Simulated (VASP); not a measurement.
# Fe (Im-3m) in VASP: a series of runs

Fe is run at these levels: r2SCAN; tasks: single point.

All numbers are computed with VASP 6.6.1; they aren't measurements. Logs are shortened: lines on timing, memory, paths and dates and some standing lists are left out, and cuts for length are marked.

**1. The cell of the first run**

The structure is cubic, space group Im-3m (No. 229). The conventional cell has a = 2.886 Å, b = 2.886 Å, c = 2.886 Å, α = 90.00°, β = 90.00°, γ = 90.00°. Within 3.3 Å of Fe (site symmetry m-3m) lie 14 Fe at 2.50 to 2.89 Å.

**2. Single point, r2SCAN, collinear spin, ferromagnetic start**

The input, POSCAR:

```
Fe
1.0
   -1.4430000000      1.4430000000      1.4430000000
    1.4430000000     -1.4430000000      1.4430000000
    1.4430000000      1.4430000000     -1.4430000000
Fe
1
Direct
    0.0000000000      0.0000000000      0.0000000000
```

The input, INCAR.step1:

```
PREC = Accurate ; ENCUT = 520
ISMEAR = 0 ; SIGMA = 0.1
LREAL = F ; LASPH = T
NELM = 150 ; ISPIN = 2
MAGMOM = 4 ; LMAXMIX = 4
NBANDS = 14 ; GGA = PE
ALGO = Normal ; EDIFF = 1E-4
LWAVE = T ; LCHARG = F
```

The input, INCAR.step2:

```
PREC = Accurate ; ENCUT = 520
EDIFF = 1E-6 ; ISMEAR = 0
SIGMA = 0.1 ; LREAL = F
LASPH = T ; NELM = 150
ALGO = Normal ; ISIF = 2
LWAVE = F ; LCHARG = F
ISPIN = 2 ; MAGMOM = 4
LORBIT = 11 ; LMAXMIX = 4
METAGGA = R2SCAN ; LMIXTAU = T
NBANDS = 14 ; ISTART = 1
```

The input, KPOINTS:

```
regular mesh
0
Gamma
  8 8 8
```

Potentials or basis: VASP PAW PBE potentials, release 64 (Fe).

Started as:

```console
> cat potpaw_PBE.64/Fe/POTCAR > POTCAR
> cp INCAR.step1 INCAR
> mpirun -np 1 vasp_std > vasp.out
> cp INCAR.step2 INCAR
> mpirun -np 1 vasp_std > vasp.out
```

OUTCAR:

```text
PREC = Accurate
   ENCUT = 520
   EDIFF = 1E-6
   ISMEAR = 0
   LREAL = F
   LASPH = T
   NELM = 150
   ISIF = 2
   ISPIN = 2
   LORBIT = 11
   METAGGA = R2SCAN
   ISTART = 1

 ion  position               nearest neighbor table
   1  0.000  0.000  0.000-

  LATTYP: Found a body centered cubic cell.
 ALAT       =     2.8860000000

  Lattice vectors:

 A1 = (  -1.4430000000,   1.4430000000,   1.4430000000)
 A2 = (   1.4430000000,  -1.4430000000,   1.4430000000)
 A3 = (   1.4430000000,   1.4430000000,  -1.4430000000)

Analysis of symmetry for initial positions (statically):
=====================================================================
 Subroutine PRICEL returns:
 Original cell was already a primitive cell.

 Routine SETGRP: Setting up the symmetry group for a
 body centered cubic supercell.

 Subroutine GETGRP returns: Found 48 space group operations
 (whereof 48 operations were pure point group operations)
 out of a pool of 48 trial point group operations.

The static configuration has the point symmetry O_h .

Analysis of symmetry for dynamics (positions and initial velocities):
=====================================================================
 Subroutine PRICEL returns:
 Original cell was already a primitive cell.

 Routine SETGRP: Setting up the symmetry group for a
 body centered cubic supercell.

 Subroutine GETGRP returns: Found 48 space group operations
 (whereof 48 operations were pure point group operations)
 out of a pool of 48 trial point group operations.

The dynamic configuration has the point symmetry O_h .

Analysis of structural, dynamic, and magnetic symmetry:
=====================================================================
 Subroutine PRICEL returns:
 Original cell was already a primitive cell.

 Routine SETGRP: Setting up the symmetry group for a
 body centered cubic supercell.

 Subroutine GETGRP returns: Found 48 space group operations
 (whereof 48 operations were pure point group operations)
 out of a pool of 48 trial point group operations.

The overall configuration has the point symmetry O_h .

 Subroutine INISYM returns: Found 48 space group operations
 (whereof 48 operations are pure point group operations),
 and found     1 'primitive' translations

----------------------------------------------------------------------------------------

                                     Primitive cell

  volume of cell :      12.0187

  direct lattice vectors                    reciprocal lattice vectors
    -1.443000000  1.443000000  1.443000000     0.000000000  0.346500347  0.346500347
     1.443000000 -1.443000000  1.443000000     0.346500347  0.000000000  0.346500347
     1.443000000  1.443000000 -1.443000000     0.346500347  0.346500347  0.000000000

  length of vectors
     2.499349315  2.499349315  2.499349315     0.490025489  0.490025489  0.490025489

  position of ions in fractional coordinates (direct lattice)
     0.000000000  0.000000000  0.000000000

  ion indices of the primitive-cell ions
   primitive index   ion index
                 1           1

----------------------------------------------------------------------------------------

 KPOINTS: regular mesh

Automatic generation of k-mesh.
 Grid dimensions read from file:
 generate k-points for:    8    8    8

 Generating k-lattice:

  Cartesian coordinates                     Fractional coordinates (reciprocal lattice)
     0.000000000  0.043312543  0.043312543     0.125000000  0.000000000  0.000000000
     0.043312543  0.000000000  0.043312543     0.000000000  0.125000000  0.000000000
     0.043312543  0.043312543  0.000000000     0.000000000  0.000000000  0.125000000

  Length of vectors
     0.061253186  0.061253186  0.061253186

  Shift w.r.t. Gamma in fractional coordinates (k-lattice)
     0.000000000  0.000000000  0.000000000

 Subroutine IBZKPT returns following result:
 ===========================================

 Found     29 irreducible k-points:

 Following reciprocal coordinates:
            Coordinates               Weight
  0.000000  0.000000  0.000000      1.000000
  0.125000  0.000000  0.000000     12.000000
  0.250000  0.000000  0.000000     12.000000
  0.375000  0.000000  0.000000     12.000000
  0.500000  0.000000  0.000000      6.000000
  0.125000  0.125000  0.000000     24.000000
[... 16 lines left out ...]
 -0.250000  0.250000  0.250000      6.000000
 -0.375000  0.375000  0.250000     24.000000
 [... further k-points ...]
   k-points           NKPTS =     29   k-points in BZ     NKDIM =     29   number of bands    NBANDS=     14
   number of dos      NEDOS =    301   number of ions     NIONS =      1
   total plane-waves  NPLWV =   8000
   dimension x,y,z NGX =    20 NGY =   20 NGZ =   20
   dimension x,y,z NGXF=    40 NGYF=   40 NGZF=   40
   ions per type =               1
   NGX,Y,Z   is equivalent  to a cutoff of  13.30, 13.30, 13.30 a.u.
   NGXF,Y,Z  is equivalent  to a cutoff of  26.61, 26.61, 26.61 a.u.
 SYSTEM =  unknown system
   PREC   = accura    normal or accurate (medium, high low for compatibility)
   ISTART =      1    job   : 0-new  1-cont  2-samecut
   ICHARG =      0    charge: 1-file 2-atom 10-const
   ISPIN  =      2    spin polarized calculation?
   LNONCOLLINEAR =      F non collinear calculations
   LSORBIT =      F    spin-orbit coupling
   LASPH  =      T    aspherical Exc in radial PAW
   ENCUT  =  520.0 eV  38.22 Ry    6.18 a.u.   4.65  4.65  4.65*2*pi/ulx,y,z
   NELM   =    150;   NELMIN=  2; NELMDL=  0     # of ELM steps
   EDIFF  = 0.1E-05   stopping-criterion for ELM
   LREAL  =      F    real-space projection
   EDIFFG = 0.1E-04   stopping-criterion for IOM
   NSW    =      0    number of steps for IOM
   IBRION =     -1    ionic relax: 0-MD 1-quasi-New 2-CG
   NFREE  =      0    steps in history (QN), initial steepest desc. (CG)
   ISIF   =      2    stress and relaxation
   ISYM   =      2    0-nonsym 1-usesym 2-fastsym
   POTIM  = 0.5000    time-step for ionic-motion
   TEBEG  =    0.0;   TEEND  =   0.0 temperature during run
   PSTRESS=    0.0 pullay stress
   NELECT =       8.0000    total number of electrons
   NUPDOWN=      -1.0000    fix difference up-down
   EMIN   =  10.00;   EMAX   =-10.00  energy-range for DOS
   EFERMI =   0.00;   METHOD = LEGACY
   ISMEAR =     0;   SIGMA  =   0.10  broadening in eV -4-tet -1-fermi 0-gaus
   EFERMI_NEDOS =   21; number of points for ismear=-14 and -15
   IALGO  =     38    algorithm
   IMIX   =      4    mixing-type and parameters
     AMIX     =   0.40;   BMIX     =  1.00
     AMIX_MAG =   1.60;   BMIX_MAG =  1.00
  volume/ion in A,a.u.               =      12.02        81.11
  Fermi-wavevector in a.u.,A,eV,Ry     =   1.429394  2.701162 27.798962  2.043166
  Thomas-Fermi vector in A             =   2.549352
   LORBIT       =     11    0 simple, 1 ext, 2 COOP (PROOUT), +10 PAW based schemes
   METAGGA = R2SCAN    functional components
   LHFCALC =     F    Hartree Fock is set to
   AEXX    =    0.0000 exact exchange contribution
   IVDW    =     0    specifies the selected vdW correction
   LEPSILON=     F    determine dielectric tensor
   LRPA    =     F    only Hartree local field effects (RPA)
 spin polarized calculation
 Gauss-broadening in eV      SIGMA  =   0.10
  energy-cutoff  :      520.00
  volume of cell :       12.02
 maximum number of plane-waves:       336
   NGX =  9   NGY =  9   NGZ =  9

 number of electron       7.9999995 magnetization       2.7724792

 Free energy of the ion-electron system (eV)
  ---------------------------------------------------
  ext. energy  EPLUGINS =         0.00000000
  ---------------------------------------------------
  free energy    TOTEN  =       -14.35943581 eV

  energy without entropy =      -14.35239562  energy(sigma->0) =      -14.35591572

 E-fermi :   5.3108     XC(G=0): -13.8886

 val. band max:        5.3036968632   @ k =   0.5000   0.0000   0.0000
 cond. band min:       5.3536410486   @ k =  -0.2500   0.2500   0.1250
 fundamental gap:      0.0499441854
 Fermi energy:         5.3107952191

 spin component 1

 k-point     1 :       0.0000    0.0000    0.0000
  band No.  band energies     occupation
      1      -3.1353      1.00000
      2       2.1720      1.00000
      3       2.1720      1.00000
      4       2.1720      1.00000
      5       3.3443      1.00000
      6       3.3443      1.00000
      7      30.6711      0.00000
      8      30.6711      0.00000
      9      30.6711      0.00000
     10      35.3901      0.00000
     11      35.3901      0.00000
     12      36.9219      0.00000
     13      36.9219      0.00000
     14      36.9219      0.00000

 k-point     2 :       0.1250    0.0000    0.0000
  band No.  band energies     occupation
      1      -2.5095      1.00000
      2       2.0249      1.00000
      3       2.1606      1.00000
      4       2.4846      1.00000
      5       3.2225      1.00000
      6       3.3566      1.00000
      7      26.8443      0.00000
      8      29.4331      0.00000
      9      30.0098      0.00000
     10      32.7535      0.00000
     11      33.7920      0.00000
     12      34.4225      0.00000
     13      37.3860      0.00000
     14      38.8206      0.00000
[... 343 lines left out ...]
      1       0.4631      1.00000
      2       1.6896      1.00000
      3       2.6187      1.00000
      4       2.6187      1.00000
      5       3.2544      1.00000
      6       4.7706      1.00000
      7      21.9400      0.00000
      8      21.9400      0.00000
      9      22.6768      0.00000
     10      25.0690      0.00000
     11      38.9252      0.00000
     12      39.1425      0.00000
     13      39.1425      0.00000
     14      40.8964      0.00000

 k-point    24 :      -0.3750    0.3750    0.2500
  band No.  band energies     occupation
      1       0.7687      1.00000
      2       1.1471      1.00000
      3       2.6312      1.00000
      4       3.0317      1.00000
      5       4.0396      1.00000
      6       7.1079      0.00000
      7      16.6644      0.00000
      8      19.6405      0.00000
      9      22.5127      0.00000
     10      25.9997      0.00000
     11      35.4921      0.00000
     12      37.4982      0.00000
     13      40.5067      0.00000
     14      45.3374      0.00000

 [... further k-points ...]

 spin component 2

 k-point     1 :       0.0000    0.0000    0.0000
  band No.  band energies     occupation
      1      -3.6832      1.00000
      2       5.7510      0.00000
      3       5.7510      0.00000
      4       5.7510      0.00000
      5       7.8730      0.00000
      6       7.8730      0.00000
      7      30.3716      0.00000
      8      30.3717      0.00000
      9      30.3717      0.00000
     10      36.0311      0.00000
     11      36.0311      0.00000
     12      38.7913      0.00000
     13      38.7913      0.00000
     14      38.7916      0.00000

 k-point     2 :       0.1250    0.0000    0.0000
  band No.  band energies     occupation
      1      -3.0294      1.00000
      2       5.5323      0.00087
      3       5.6683      0.00000
      4       6.1159      0.00000
      5       7.6645      0.00000
      6       7.8901      0.00000
      7      27.2263      0.00000
      8      29.4228      0.00000
      9      30.1173      0.00000
     10      34.8110      0.00000
     11      35.3209      0.00000
     12      35.5946      0.00000
     13      38.2954      0.00000
     14      40.3940      0.00000
[... 343 lines left out ...]
      1       0.7756      1.00000
      2       5.2302      0.87272
      3       6.0270      0.00000
      4       6.0270      0.00000
      5       7.0522      0.00000
      6       8.6599      0.00000
      7      23.1835      0.00000
      8      23.1836      0.00000
      9      23.3670      0.00000
     10      26.0448      0.00000
     11      40.3615      0.00000
     12      40.3616      0.00000
     13      40.5764      0.00000
     14      42.7566      0.00000

 k-point    24 :      -0.3750    0.3750    0.2500
  band No.  band energies     occupation
      1       2.3639      1.00000
      2       4.1690      1.00000
      3       6.0448      0.00000
      4       6.6058      0.00000
      5       7.9809      0.00000
      6       9.6269      0.00000
      7      17.9989      0.00000
      8      20.7766      0.00000
      9      23.3995      0.00000
     10      26.9518      0.00000
     11      37.3362      0.00000
     12      38.9304      0.00000
     13      41.9708      0.00000
     14      46.9406      0.00000

 [... further k-points ...]

------------------------ aborting loop because EDIFF is reached ----------------------------------------

  FORCE on cell =-STRESS in cart. coord.  units (eV):
  Direction    XX          YY          ZZ          XY          YZ          ZX
  --------------------------------------------------------------------------------------
  -------------------------------------------------------------------------------------
  Total       -0.0767762     -0.0767762     -0.0767762      0.0000000      0.0000000     -0.0000000
  in kB      -10.2347762    -10.2347762    -10.2347762      0.0000000      0.0000000     -0.0000000
  external PRESSURE =     -10.2347762 kB  Pullay stress =       0.0000000 kB

 VOLUME and BASIS-vectors are now :
 -----------------------------------------------------------------------------
  energy-cutoff  :      520.00
  volume of cell :       12.02
      direct lattice vectors                 reciprocal lattice vectors
    -1.443000000  1.443000000  1.443000000     0.000000000  0.346500347  0.346500347
     1.443000000 -1.443000000  1.443000000     0.346500347  0.000000000  0.346500347
     1.443000000  1.443000000 -1.443000000     0.346500347  0.346500347  0.000000000

 POSITION                                       TOTAL-FORCE (eV/Angst)
 -----------------------------------------------------------------------------------
      0.00000      0.00000      0.00000        -0.000000      0.000000      0.000000
 -----------------------------------------------------------------------------------
    total drift:                                0.000000     -0.000000      0.000000

  FREE ENERGIE OF THE ION-ELECTRON SYSTEM (eV)
  ---------------------------------------------------
  free  energy   TOTEN  =       -14.3594358131 eV

  energy  without entropy=      -14.3523956198  energy(sigma->0) =      -14.35591572

 total charge

# of ion       s       p       d       tot
------------------------------------------
    1        0.478   0.538   6.141   7.157

 magnetization (x)

# of ion       s       p       d       tot
------------------------------------------
    1       -0.004  -0.102   2.945   2.838
```

Run time: 1.9 min. Hardware: 1 thread of AMD EPYC 7R13, shared host; peak memory 0.11 GiB.

What came out:

- Free energy: -14.3594 eV
- Pressure: -1.0 GPa
- Net moment: 2.77 μB per cell
- Site moments: Fe +2.84 μB
- Valence electrons inside the program's atomic spheres: Fe 7.16

Caveat: the k points lie up to 0.38 Å⁻¹ apart; the PAW data sets were made with another functional, which shifts forces and pressure a little.

**3. Single point, r2SCAN, collinear spin, ferromagnetic start**

This run uses another cell than the first one, of 11.78 Å³/atom, 0.980 times its volume.

The input, POSCAR:

```
Fe
1.0
   -1.4332514439      1.4332514439      1.4332514439
    1.4332514439     -1.4332514439      1.4332514439
    1.4332514439      1.4332514439     -1.4332514439
Fe
1
Direct
    0.0000000000      0.0000000000      0.0000000000
```

The input, INCAR.step1:

```
  ALGO = Normal
  EDIFF = 1E-4
  ENCUT = 520
  GGA = PE
  ISMEAR = 0
  ISPIN = 2
  LASPH = True
  LCHARG = False
  LMAXMIX = 4
  LREAL = False
  LWAVE = True
  MAGMOM = 3.21
  NBANDS = 14
  NELM = 150
  PREC = Accurate
  SIGMA = 0.1
```

The input, INCAR.step2:

```
  ALGO = Normal
  EDIFF = 1E-6
  ENCUT = 520
  ISIF = 2
  ISMEAR = 0
  ISPIN = 2
  ISTART = 1
  LASPH = True
  LCHARG = False
  LMAXMIX = 4
  LMIXTAU = True
  LORBIT = 11
  LREAL = False
  LWAVE = False
  MAGMOM = 3.21
  METAGGA = R2SCAN
  NBANDS = 14
  NELM = 150
  PREC = Accurate
  SIGMA = 0.1
```

The input, KPOINTS:

```
k-points
0
Gamma
  20 20 20
```

Potentials or basis: VASP PAW PBE potentials, release 64 (Fe).

Started as:

```console
> cat potpaw_PBE.64/Fe/POTCAR > POTCAR
> cp INCAR.step1 INCAR
> mpirun -np 1 vasp_std > vasp.out
> cp INCAR.step2 INCAR
> mpirun -np 1 vasp_std > vasp.out
```

It took 11 min on 1 thread of AMD EPYC 7R13, shared host; peak memory 0.15 GiB.

The run converged. Its results:

```yaml
Free_energy: -14.3615 eV
Pressure: -0.4 GPa
Net_moment: 2.65 μB per cell
Site_moments: Fe +2.72 μB
Valence_electrons_inside_the_program's_atomic_spheres: Fe 7.20
```

Levels at points of the mesh, in eV from the Fermi level:
Spin up:
| k point | band 2 | band 3 | band 4 | band 5 | band 6 | band 7 | band 8 | band 9 |
| --- | --- | --- | --- | --- | --- | --- | --- | --- |
| (0.00, 0.00, 0.00) | -3.07 | -3.07 | -3.07 | -1.87 | -1.87 | 25.63 | 25.63 | 25.63 |
| (0.50, 0.00, 0.00) | -4.06 | -1.83 | -1.71 | -0.55 | 0.56 | 6.87 | 18.78 | 20.21 |
| (0.50, 0.50, 0.50) | -5.30 | -0.80 | -0.80 | -0.80 | 9.94 | 9.94 | 9.94 | 15.50 |
Spin down:
| k point | band 1 | band 2 | band 3 | band 4 | band 5 | band 6 |
| --- | --- | --- | --- | --- | --- | --- |
| (0.00, 0.00, 0.00) | -9.12 | 0.35 | 0.35 | 0.35 | 2.56 | 2.56 |
| (0.50, 0.00, 0.00) | -3.51 | -1.06 | -0.02 | 2.39 | 2.85 | 3.39 |
| (0.50, 0.50, 0.50) | -2.67 | -2.67 | 3.09 | 3.09 | 3.09 | 10.29 |

Caveat: the PAW data sets were made with another functional, which shifts forces and pressure a little.
